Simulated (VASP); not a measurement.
# Ta (Im-3m) in VASP: single point with PBEsol

Aim: the single point of Ta with PBEsol.

All numbers are computed with VASP 6.6.1; they aren't measurements. Logs are shortened: lines on timing, memory, paths and dates and some standing lists are left out, and cuts for length are marked.

### 1 The cell of the first run

The structure is cubic, space group Im-3m (No. 229). Conventional cell: a = 3.303 Å, b = 3.303 Å, c = 3.303 Å, α = 90.00°, β = 90.00°, γ = 90.00°. Within 3.8 Å of Ta (site symmetry m-3m) lie 14 Ta at 2.86 to 3.30 Å.

### 2 Single point, PBEsol

INCAR reads:

```
PREC = Accurate
ENCUT = 500
EDIFF = 1E-6
ISMEAR = 0
SIGMA = 0.05
LREAL = False
LASPH = True
NELM = 120
ALGO = Normal
ISIF = 2
LWAVE = False
LCHARG = False
GGA = PS
NBANDS = 12
GGA_COMPAT = False
```

KPOINTS reads:

```
regular mesh
0
Gamma
  9 9 9
```

POSCAR reads:

```
Ta
1.0
   -1.6512800000      1.6512800000      1.6512800000
    1.6512800000     -1.6512800000      1.6512800000
    1.6512800000      1.6512800000     -1.6512800000
Ta
1
Direct
    0.0000000000      0.0000000000      0.0000000000
```

Potentials or basis: VASP PAW PBE potentials, release 64 (Ta_pv).

The run is started by

```console
$ cat potpaw_PBE.64/Ta_pv/POTCAR > POTCAR
$ mpirun -np 1 vasp_std > vasp.out
```

OUTCAR:

```text
PREC = Accurate
   ENCUT = 500
   EDIFF = 1E-6
   ISMEAR = 0
   LREAL = False
   LASPH = True
   NELM = 120
   ISIF = 2
   GGA = PS

 ion  position               nearest neighbor table
   1  0.000  0.000  0.000-

  LATTYP: Found a body centered cubic cell.
 ALAT       =     3.3025600000

  Lattice vectors:

 A1 = (  -1.6512800000,   1.6512800000,   1.6512800000)
 A2 = (   1.6512800000,  -1.6512800000,   1.6512800000)
 A3 = (   1.6512800000,   1.6512800000,  -1.6512800000)

Analysis of symmetry for initial positions (statically):
=====================================================================
 Subroutine PRICEL returns:
 Original cell was already a primitive cell.

 Routine SETGRP: Setting up the symmetry group for a
 body centered cubic supercell.

 Subroutine GETGRP returns: Found 48 space group operations
 (whereof 48 operations were pure point group operations)
 out of a pool of 48 trial point group operations.

The static configuration has the point symmetry O_h .

Analysis of symmetry for dynamics (positions and initial velocities):
=====================================================================
 Subroutine PRICEL returns:
 Original cell was already a primitive cell.

 Routine SETGRP: Setting up the symmetry group for a
 body centered cubic supercell.

 Subroutine GETGRP returns: Found 48 space group operations
 (whereof 48 operations were pure point group operations)
 out of a pool of 48 trial point group operations.

The dynamic configuration has the point symmetry O_h .

 Subroutine INISYM returns: Found 48 space group operations
 (whereof 48 operations are pure point group operations),
 and found     1 'primitive' translations

----------------------------------------------------------------------------------------

                                     Primitive cell

  volume of cell :      18.0104

  direct lattice vectors                    reciprocal lattice vectors
    -1.651280000  1.651280000  1.651280000     0.000000000  0.302795407  0.302795407
     1.651280000 -1.651280000  1.651280000     0.302795407  0.000000000  0.302795407
     1.651280000  1.651280000 -1.651280000     0.302795407  0.302795407  0.000000000

  length of vectors
     2.860100858  2.860100858  2.860100858     0.428217371  0.428217371  0.428217371

  position of ions in fractional coordinates (direct lattice)
     0.000000000  0.000000000  0.000000000

  ion indices of the primitive-cell ions
   primitive index   ion index
                 1           1

----------------------------------------------------------------------------------------

 KPOINTS: regular mesh

Automatic generation of k-mesh.
 Grid dimensions read from file:
 generate k-points for:    9    9    9

 Generating k-lattice:

  Cartesian coordinates                     Fractional coordinates (reciprocal lattice)
     0.000000000  0.033643934  0.033643934     0.111111111  0.000000000  0.000000000
     0.033643934  0.000000000  0.033643934     0.000000000  0.111111111  0.000000000
     0.033643934  0.033643934  0.000000000     0.000000000  0.000000000  0.111111111

  Length of vectors
     0.047579708  0.047579708  0.047579708

  Shift w.r.t. Gamma in fractional coordinates (k-lattice)
     0.000000000  0.000000000  0.000000000

 Subroutine IBZKPT returns following result:
 ===========================================

 Found     35 irreducible k-points:

 Following reciprocal coordinates:
            Coordinates               Weight
  0.000000  0.000000  0.000000      1.000000
  0.111111  0.000000  0.000000     12.000000
  0.222222  0.000000  0.000000     12.000000
  0.333333  0.000000  0.000000     12.000000
  0.444444  0.000000  0.000000     12.000000
  0.111111  0.111111  0.000000     24.000000
[... 16 lines left out ...]
 -0.333333  0.444444  0.111111     48.000000
 -0.444444 -0.444444  0.111111     24.000000
 [... further k-points ...]
   k-points           NKPTS =     35   k-points in BZ     NKDIM =     35   number of bands    NBANDS=     12
   number of dos      NEDOS =    301   number of ions     NIONS =      1
   total plane-waves  NPLWV =  13824
   dimension x,y,z NGX =    24 NGY =   24 NGZ =   24
   dimension x,y,z NGXF=    48 NGYF=   48 NGZF=   48
   ions per type =               1
   NGX,Y,Z   is equivalent  to a cutoff of  13.95, 13.95, 13.95 a.u.
   NGXF,Y,Z  is equivalent  to a cutoff of  27.90, 27.90, 27.90 a.u.
 SYSTEM =  unknown system
   PREC   = accura    normal or accurate (medium, high low for compatibility)
   ISTART =      0    job   : 0-new  1-cont  2-samecut
   ICHARG =      2    charge: 1-file 2-atom 10-const
   ISPIN  =      1    spin polarized calculation?
   LNONCOLLINEAR =      F non collinear calculations
   LSORBIT =      F    spin-orbit coupling
   LASPH  =      T    aspherical Exc in radial PAW
   ENCUT  =  500.0 eV  36.75 Ry    6.06 a.u.   5.21  5.21  5.21*2*pi/ulx,y,z
   NELM   =    120;   NELMIN=  2; NELMDL= -5     # of ELM steps
   EDIFF  = 0.1E-05   stopping-criterion for ELM
   LREAL  =      F    real-space projection
   EDIFFG = 0.1E-04   stopping-criterion for IOM
   NSW    =      0    number of steps for IOM
   IBRION =     -1    ionic relax: 0-MD 1-quasi-New 2-CG
   NFREE  =      0    steps in history (QN), initial steepest desc. (CG)
   ISIF   =      2    stress and relaxation
   ISYM   =      2    0-nonsym 1-usesym 2-fastsym
   POTIM  = 0.5000    time-step for ionic-motion
   TEBEG  =    0.0;   TEEND  =   0.0 temperature during run
   PSTRESS=    0.0 pullay stress
   NELECT =      11.0000    total number of electrons
   NUPDOWN=      -1.0000    fix difference up-down
   EMIN   =  10.00;   EMAX   =-10.00  energy-range for DOS
   EFERMI =   0.00;   METHOD = LEGACY
   ISMEAR =     0;   SIGMA  =   0.05  broadening in eV -4-tet -1-fermi 0-gaus
   EFERMI_NEDOS =   21; number of points for ismear=-14 and -15
   IALGO  =     38    algorithm
   IMIX   =      4    mixing-type and parameters
     AMIX     =   0.40;   BMIX     =  1.00
     AMIX_MAG =   1.60;   BMIX_MAG =  1.00
  volume/ion in A,a.u.               =      18.01       121.54
  Fermi-wavevector in a.u.,A,eV,Ry     =   1.388988  2.624806 26.249534  1.929286
  Thomas-Fermi vector in A             =   2.513061
   LORBIT       =      0    0 simple, 1 ext, 2 COOP (PROOUT), +10 PAW based schemes
   GGA     = PS    functional components
   LHFCALC =     F    Hartree Fock is set to
   AEXX    =    0.0000 exact exchange contribution
   IVDW    =     0    specifies the selected vdW correction
   LEPSILON=     F    determine dielectric tensor
   LRPA    =     F    only Hartree local field effects (RPA)
 non-spin polarized calculation
 Gauss-broadening in eV      SIGMA  =   0.05
  energy-cutoff  :      500.00
  volume of cell :       18.01
 maximum number of plane-waves:       470
 NGX is ok and might be reduce to    24
   NGX = 11   NGY = 11   NGZ = 11

 number of electron      11.0000002 magnetization

 Free energy of the ion-electron system (eV)
  ---------------------------------------------------
  ext. energy  EPLUGINS =         0.00000000
  ---------------------------------------------------
  free energy    TOTEN  =       -12.52690806 eV

  energy without entropy =      -12.52251782  energy(sigma->0) =      -12.52471294

 E-fermi :   5.3940     XC(G=0): -12.7269

 val. band max:        5.3647149422   @ k =   0.1111   0.1111   0.0000
 cond. band min:       5.4028794818   @ k =   0.3333   0.1111   0.0000
 fundamental gap:      0.0381645396
 Fermi energy:         5.3940304440

 k-point     1 :       0.0000    0.0000    0.0000
  band No.  band energies     occupation
      1     -27.6913      2.00000
      2     -27.6913      2.00000
      3     -27.6913      2.00000
      4      -2.6088      2.00000
      5       6.0479      0.00000
      6       6.0479      0.00000
      7       6.0479      0.00000
      8       9.3168      0.00000
      9       9.3168      0.00000
     10      20.3607      0.00000
     11      20.3607      0.00000
     12      20.3607      0.00000

 k-point     2 :       0.1111    0.0000    0.0000
  band No.  band energies     occupation
      1     -27.8409      2.00000
      2     -27.7375      2.00000
      3     -27.6922      2.00000
      4      -2.0678      2.00000
      5       5.7079      0.00000
      6       5.9159      0.00000
      7       6.5865      0.00000
      8       8.8552      0.00000
      9       9.3251      0.00000
     10      20.0021      0.00000
     11      20.8042      0.00000
     12      21.3087      0.00000

 k-point     3 :       0.2222    0.0000    0.0000
  band No.  band energies     occupation
      1     -28.2049      2.00000
      2     -27.8526      2.00000
      3     -27.6943      2.00000
      4      -0.6949      2.00000
      5       4.9580      2.00000
      6       5.3586      1.68414
      7       8.1339      0.00000
      8       8.6540      0.00000
      9       9.4420      0.00000
     10      19.9978      0.00000
     11      20.8805      0.00000
     12      22.6238      0.00000
[... 286 lines left out ...]
 k-point    23 :      -0.3333    0.4444    0.1111
  band No.  band energies     occupation
      1     -28.6656      2.00000
      2     -28.1940      2.00000
      3     -27.8823      2.00000
      4       2.0720      2.00000
      5       4.0473      2.00000
      6       5.1543      2.00000
      7       7.9361      0.00000
      8      10.2686      0.00000
      9      12.4143      0.00000
     10      17.7810      0.00000
     11      20.0163      0.00000
     12      21.3311      0.00000

 k-point    24 :      -0.4444   -0.4444    0.1111
  band No.  band energies     occupation
      1     -28.7528      2.00000
      2     -28.2550      2.00000
      3     -27.8815      2.00000
      4       2.1377      2.00000
      5       4.5654      2.00000
      6       4.6938      2.00000
      7       7.9356      0.00000
      8      11.2423      0.00000
      9      14.1926      0.00000
     10      16.0251      0.00000
     11      19.9036      0.00000
     12      20.0157      0.00000

 [... further k-points ...]

------------------------ aborting loop because EDIFF is reached ----------------------------------------

  FORCE on cell =-STRESS in cart. coord.  units (eV):
  Direction    XX          YY          ZZ          XY          YZ          ZX
  --------------------------------------------------------------------------------------
  -------------------------------------------------------------------------------------
  Total       -0.4427307     -0.4427307     -0.4427307      0.0000000     -0.0000000     -0.0000000
  in kB      -39.3847486    -39.3847486    -39.3847486      0.0000000     -0.0000000     -0.0000000
  external PRESSURE =     -39.3847486 kB  Pullay stress =       0.0000000 kB

 VOLUME and BASIS-vectors are now :
 -----------------------------------------------------------------------------
  energy-cutoff  :      500.00
  volume of cell :       18.01
      direct lattice vectors                 reciprocal lattice vectors
    -1.651280000  1.651280000  1.651280000     0.000000000  0.302795407  0.302795407
     1.651280000 -1.651280000  1.651280000     0.302795407  0.000000000  0.302795407
     1.651280000  1.651280000 -1.651280000     0.302795407  0.302795407  0.000000000

 POSITION                                       TOTAL-FORCE (eV/Angst)
 -----------------------------------------------------------------------------------
      0.00000      0.00000      0.00000         0.000000     -0.000000     -0.000000
 -----------------------------------------------------------------------------------
    total drift:                               -0.000000      0.000000     -0.000000

  FREE ENERGIE OF THE ION-ELECTRON SYSTEM (eV)
  ---------------------------------------------------
  free  energy   TOTEN  =       -12.5269080587 eV

  energy  without entropy=      -12.5225178152  energy(sigma->0) =      -12.52471294
```

Wall time 9.5 s (1 thread of Intel Xeon 8259CL, shared host); peak memory 0.14 GiB.

Results:

```
Free energy : -12.5269 eV
Pressure    : -3.9 GPa
```

Caveat: the PAW data sets were made with another functional, which shifts forces and pressure a little; spin-orbit coupling is left out, which moves the levels of the heavy elements.
